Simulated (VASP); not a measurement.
Input of a VASP 6.6.1 run:

File INCAR:

```
PREC = Accurate
ENCUT = 500
EDIFF = 1E-6
ISMEAR = 1
SIGMA = 0.05
LREAL = False
LASPH = True
NELM = 120
ALGO = Normal
ISIF = 2
LWAVE = False
LCHARG = False
NBANDS = 11
GGA_COMPAT = False
```

File KPOINTS:

```
Automatic mesh
0
Gamma
  9 9 9
```

File POSCAR:

```
Pd
1.0
   -1.5268141361      1.5268141361      1.5268141361
    1.5268141361     -1.5268141361      1.5268141361
    1.5268141361      1.5268141361     -1.5268141361
Pd
1
Direct
    0.0000000000      0.0000000000      0.0000000000
```

Potentials or basis: VASP PAW LDA potentials, release 64 (Pd).

Run with:

```bash
$ cat potpaw_LDA.64/Pd/POTCAR > POTCAR
$ mpirun -np 1 vasp_std > vasp.out
```

Problem. Estimate the pressure.

Solution. 0.3 GPa.

Problem. Estimate the band gap on the k mesh.

Solution. Zero (bands 5 and 6 overlap by 1.52 eV).
